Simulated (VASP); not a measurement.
# Cu3H3Au (Pm-3m) in VASP: notebook

The runs below take Cu3H3Au through single point, relaxation of cell and atoms, with PBE.

All numbers are computed with VASP 6.6.1; they aren't measurements. Logs are shortened: lines on timing, memory, paths and dates and some standing lists are left out, and cuts for length are marked.

### 1 The cell of the first run

It takes space group Pm-3m (No. 221, cubic). Conventional cell: a = 4.008 Å, b = 4.008 Å, c = 4.008 Å, α = 90.00°, β = 90.00°, γ = 90.00°. Within 2.7 Å of Cu (site symmetry 4/mmm) lie 4 H at 2.00 Å. Au (site symmetry m-3m) has 6 H at 2.00 Å within 2.7 Å. Within 2.7 Å of H (site symmetry 4/mmm) lie 4 Cu at 2.00 Å and 2 Au at 2.00 Å.

### 2 Single point, PBE

File INCAR:

```
PREC = Accurate
ENCUT = 600
EDIFF = 1E-6
ISMEAR = 0
SIGMA = 0.1
LREAL = F
LASPH = T
NELM = 120
ALGO = Normal
ISIF = 2
LWAVE = F
LCHARG = F
GGA = PE
NBANDS = 32
GGA_COMPAT = F
```

File KPOINTS:

```
regular mesh
0
Gamma
  8 8 8
```

File POSCAR:

```
Cu3H3Au
1.0
    4.0080355487      0.0000000000      0.0000000000
    0.0000000000      4.0080355487      0.0000000000
    0.0000000000      0.0000000000      4.0080355487
Cu Au H
3 1 3
Direct
    1.0000000000      0.5000000000      0.5000000000
    0.5000000000      1.0000000000      0.5000000000
    0.5000000000      0.5000000000      1.0000000000
    0.0000000000      1.0000000000      1.0000000000
    0.0000000000      0.0000000000      0.5000000000
    0.5000000000      0.0000000000      0.0000000000
    0.0000000000      0.5000000000      0.0000000000
```

Potentials or basis: VASP PAW PBE potentials, release 64 (Cu, Au, H).

On the command line:

```
$ cat potpaw_PBE.64/Cu/POTCAR potpaw_PBE.64/Au/POTCAR potpaw_PBE.64/H/POTCAR > POTCAR
$ mpirun -np 1 vasp_std > vasp.out
```

OUTCAR:

```text
PREC = Accurate
   ENCUT = 600
   EDIFF = 1E-6
   ISMEAR = 0
   LREAL = F
   LASPH = T
   NELM = 120
   ISIF = 2
   GGA = PE

 ion  position               nearest neighbor table
   1  0.000  0.500  0.500-   4 2.83   4 2.83   4 2.83   4 2.83
   2  0.500  0.000  0.500-   4 2.83   4 2.83   4 2.83   4 2.83
   3  0.500  0.500  0.000-   4 2.83   4 2.83   4 2.83   4 2.83
   4  0.000  0.000  0.000-   5 2.00   6 2.00   7 2.00   5 2.00   7 2.00   6 2.00   1 2.83   2 2.83
                             1 2.83   1 2.83   3 2.83   2 2.83   1 2.83   2 2.83   3 2.83   3 2.83
   5  0.000  0.000  0.500-   4 2.00   4 2.00
   6  0.500  0.000  0.000-   4 2.00   4 2.00
   7  0.000  0.500  0.000-   4 2.00   4 2.00

  LATTYP: Found a simple cubic cell.
 ALAT       =     4.0080355487

  Lattice vectors:

 A1 = (   4.0080355487,   0.0000000000,   0.0000000000)
 A2 = (   0.0000000000,   4.0080355487,   0.0000000000)
 A3 = (   0.0000000000,   0.0000000000,   4.0080355487)

Analysis of symmetry for initial positions (statically):
=====================================================================
 Subroutine PRICEL returns:
 Original cell was already a primitive cell.

 Routine SETGRP: Setting up the symmetry group for a
 simple cubic supercell.

 Subroutine GETGRP returns: Found 48 space group operations
 (whereof 48 operations were pure point group operations)
 out of a pool of 48 trial point group operations.

The static configuration has the point symmetry O_h .

Analysis of symmetry for dynamics (positions and initial velocities):
=====================================================================
 Subroutine PRICEL returns:
 Original cell was already a primitive cell.

 Routine SETGRP: Setting up the symmetry group for a
 simple cubic supercell.

 Subroutine GETGRP returns: Found 48 space group operations
 (whereof 48 operations were pure point group operations)
 out of a pool of 48 trial point group operations.

The dynamic configuration has the point symmetry O_h .

 Subroutine INISYM returns: Found 48 space group operations
 (whereof 48 operations are pure point group operations),
 and found     1 'primitive' translations

----------------------------------------------------------------------------------------

                                     Primitive cell

  volume of cell :      64.3865

  direct lattice vectors                    reciprocal lattice vectors
     4.008035549  0.000000000  0.000000000     0.249498785  0.000000000  0.000000000
     0.000000000  4.008035549  0.000000000     0.000000000  0.249498785  0.000000000
     0.000000000  0.000000000  4.008035549     0.000000000  0.000000000  0.249498785

  length of vectors
     4.008035549  4.008035549  4.008035549     0.249498785  0.249498785  0.249498785

  position of ions in fractional coordinates (direct lattice)
     0.000000000  0.500000000  0.500000000
     0.500000000  0.000000000  0.500000000
     0.500000000  0.500000000  0.000000000
     0.000000000  0.000000000  0.000000000
     0.000000000  0.000000000  0.500000000
     0.500000000  0.000000000  0.000000000
     0.000000000  0.500000000  0.000000000

  ion indices of the primitive-cell ions
   primitive index   ion index
                 1           1
                 2           2
                 3           3
                 4           4
                 5           5
                 6           6
                 7           7

----------------------------------------------------------------------------------------

 KPOINTS: regular mesh

Automatic generation of k-mesh.
 Grid dimensions read from file:
 generate k-points for:    8    8    8

 Generating k-lattice:

  Cartesian coordinates                     Fractional coordinates (reciprocal lattice)
     0.031187348  0.000000000  0.000000000     0.125000000  0.000000000  0.000000000
     0.000000000  0.031187348  0.000000000     0.000000000  0.125000000  0.000000000
     0.000000000  0.000000000  0.031187348     0.000000000  0.000000000  0.125000000

  Length of vectors
     0.031187348  0.031187348  0.031187348

  Shift w.r.t. Gamma in fractional coordinates (k-lattice)
     0.000000000  0.000000000  0.000000000

 Subroutine IBZKPT returns following result:
 ===========================================

 Found     35 irreducible k-points:

 Following reciprocal coordinates:
            Coordinates               Weight
  0.000000  0.000000  0.000000      1.000000
  0.125000  0.000000  0.000000      6.000000
  0.250000  0.000000  0.000000      6.000000
  0.375000  0.000000  0.000000      6.000000
  0.500000  0.000000  0.000000      3.000000
  0.125000  0.125000  0.000000     12.000000
[... 16 lines left out ...]
  0.375000  0.375000  0.125000     24.000000
  0.500000  0.375000  0.125000     24.000000
 [... further k-points ...]
   k-points           NKPTS =     35   k-points in BZ     NKDIM =     35   number of bands    NBANDS=     32
   number of dos      NEDOS =    301   number of ions     NIONS =      7
   total plane-waves  NPLWV =  32768
   dimension x,y,z NGX =    32 NGY =   32 NGZ =   32
   dimension x,y,z NGXF=    64 NGYF=   64 NGZF=   64
   ions per type =               3   1   3
   NGX,Y,Z   is equivalent  to a cutoff of  13.27, 13.27, 13.27 a.u.
   NGXF,Y,Z  is equivalent  to a cutoff of  26.55, 26.55, 26.55 a.u.
 SYSTEM =  unknown system
   PREC   = accura    normal or accurate (medium, high low for compatibility)
   ISTART =      0    job   : 0-new  1-cont  2-samecut
   ICHARG =      2    charge: 1-file 2-atom 10-const
   ISPIN  =      1    spin polarized calculation?
   LNONCOLLINEAR =      F non collinear calculations
   LSORBIT =      F    spin-orbit coupling
   LASPH  =      T    aspherical Exc in radial PAW
   ENCUT  =  600.0 eV  44.10 Ry    6.64 a.u.   8.01  8.01  8.01*2*pi/ulx,y,z
   NELM   =    120;   NELMIN=  2; NELMDL= -5     # of ELM steps
   EDIFF  = 0.1E-05   stopping-criterion for ELM
   LREAL  =      F    real-space projection
[... 7 lines left out ...]
   TEBEG  =    0.0;   TEEND  =   0.0 temperature during run
   PSTRESS=    0.0 pullay stress
   NELECT =      47.0000    total number of electrons
   NUPDOWN=      -1.0000    fix difference up-down
   EMIN   =  10.00;   EMAX   =-10.00  energy-range for DOS
   EFERMI =   0.00;   METHOD = LEGACY
   ISMEAR =     0;   SIGMA  =   0.10  broadening in eV -4-tet -1-fermi 0-gaus
   EFERMI_NEDOS =   21; number of points for ismear=-14 and -15
   IALGO  =     38    algorithm
   IMIX   =      4    mixing-type and parameters
     AMIX     =   0.40;   BMIX     =  1.00
     AMIX_MAG =   1.60;   BMIX_MAG =  1.00
  volume/ion in A,a.u.               =       9.20        62.07
  Fermi-wavevector in a.u.,A,eV,Ry     =   1.474040  2.785531 29.562649  2.172793
  Thomas-Fermi vector in A             =   2.588860
   LORBIT       =      0    0 simple, 1 ext, 2 COOP (PROOUT), +10 PAW based schemes
   GGA     = PE    functional components
   LHFCALC =     F    Hartree Fock is set to
   AEXX    =    0.0000 exact exchange contribution
   IVDW    =     0    specifies the selected vdW correction
   LEPSILON=     F    determine dielectric tensor
   LRPA    =     F    only Hartree local field effects (RPA)
 non-spin polarized calculation
 Gauss-broadening in eV      SIGMA  =   0.10
  energy-cutoff  :      600.00
  volume of cell :       64.39
 maximum number of plane-waves:      2176
   NGX = 17   NGY = 17   NGZ = 17

 number of electron      47.0000053 magnetization

 Free energy of the ion-electron system (eV)
  ---------------------------------------------------
  ext. energy  EPLUGINS =         0.00000000
  ---------------------------------------------------
  free energy    TOTEN  =       -21.92497684 eV

  energy without entropy =      -21.91069099  energy(sigma->0) =      -21.91783391

 E-fermi :   7.7960     XC(G=0): -12.1801

 val. band max:        7.7640417142   @ k =   0.5000   0.2500   0.0000
 cond. band min:       7.8109353814   @ k =   0.5000   0.1250   0.1250
 fundamental gap:      0.0468936672
 Fermi energy:         7.7960282463

 k-point     1 :       0.0000    0.0000    0.0000
  band No.  band energies     occupation
      1      -4.2746      2.00000
      2      -1.5184      2.00000
      3      -1.5184      2.00000
      4       1.7118      2.00000
      5       1.7118      2.00000
      6       1.7118      2.00000
[... 24 lines left out ...]
     31      16.5248      0.00000
     32      16.5248      0.00000

 k-point     2 :       0.1250    0.0000    0.0000
  band No.  band energies     occupation
      1      -4.1305      2.00000
      2      -1.4657      2.00000
      3      -1.4502      2.00000
      4       1.7276      2.00000
      5       1.7276      2.00000
      6       1.7330      2.00000
[... 24 lines left out ...]
     31      15.0443      0.00000
     32      16.8495      0.00000

 k-point     3 :       0.2500    0.0000    0.0000
  band No.  band energies     occupation
      1      -3.7312      2.00000
      2      -1.3328      2.00000
      3      -1.2941      2.00000
      4       1.7697      2.00000
      5       1.7697      2.00000
      6       1.7865      2.00000
[... 24 lines left out ...]
     31      14.2387      0.00000
     32      17.1632      0.00000

 k-point     4 :       0.3750    0.0000    0.0000
  band No.  band energies     occupation
      1      -3.2116      2.00000
      2      -1.1904      2.00000
      3      -1.1901      2.00000
      4       1.8186      2.00000
      5       1.8186      2.00000
      6       1.8433      2.00000
[... 654 lines left out ...]
     31      16.3560      0.00000
     32      16.6777      0.00000

 k-point    23 :       0.3750    0.3750    0.1250
  band No.  band energies     occupation
      1      -1.9446      2.00000
      2      -0.5912      2.00000
      3      -0.4406      2.00000
      4       1.1414      2.00000
      5       1.7281      2.00000
      6       1.7550      2.00000
[... 24 lines left out ...]
     31      16.7154      0.00000
     32      17.8256      0.00000

 k-point    24 :       0.5000    0.3750    0.1250
  band No.  band energies     occupation
      1      -1.6605      2.00000
      2      -0.3885      2.00000
      3      -0.3728      2.00000
      4       1.0354      2.00000
      5       1.7451      2.00000
      6       1.7560      2.00000
[... 24 lines left out ...]
     31      16.6754      0.00000
     32      17.3006      0.00000

 [... further k-points ...]
[... 5 lines left out ...]
  --------------------------------------------------------------------------------------
  -------------------------------------------------------------------------------------
  Total        0.1003690      0.1003690      0.1003690      0.0000000      0.0000000      0.0000000
  in kB        2.4975566      2.4975566      2.4975566      0.0000000      0.0000000      0.0000000
  external PRESSURE =       2.4975566 kB  Pullay stress =       0.0000000 kB

 VOLUME and BASIS-vectors are now :
 -----------------------------------------------------------------------------
  energy-cutoff  :      600.00
  volume of cell :       64.39
      direct lattice vectors                 reciprocal lattice vectors
     4.008035549  0.000000000  0.000000000     0.249498785  0.000000000  0.000000000
     0.000000000  4.008035549  0.000000000     0.000000000  0.249498785  0.000000000
     0.000000000  0.000000000  4.008035549     0.000000000  0.000000000  0.249498785

 POSITION                                       TOTAL-FORCE (eV/Angst)
 -----------------------------------------------------------------------------------
      0.00000      2.00402      2.00402         0.000000      0.000000      0.000000
      2.00402      0.00000      2.00402         0.000000      0.000000      0.000000
      2.00402      2.00402      0.00000         0.000000      0.000000      0.000000
      0.00000      0.00000      0.00000         0.000000      0.000000      0.000000
      0.00000      0.00000      2.00402         0.000000      0.000000      0.000000
      2.00402      0.00000      0.00000         0.000000      0.000000      0.000000
      0.00000      2.00402      0.00000         0.000000      0.000000      0.000000
 -----------------------------------------------------------------------------------
    total drift:                                0.000000     -0.000000     -0.000000

  FREE ENERGIE OF THE ION-ELECTRON SYSTEM (eV)
  ---------------------------------------------------
  free  energy   TOTEN  =       -21.9249768394 eV

  energy  without entropy=      -21.9106909881  energy(sigma->0) =      -21.91783391
```

It took 32 s on 1 thread of Intel Xeon 6975P-C (Granite Rapids), shared host; peak memory 0.23 GiB.

What came out:

```
Free energy            : -21.9250 eV
Pressure               : 0.2 GPa
Band gap on the k mesh : zero (an odd number of electrons rules out a gap without spin polarisation)
```

Caveat: spin-orbit coupling is left out, which moves the levels of the heavy elements.

(Part 1 of 2 ends here.)
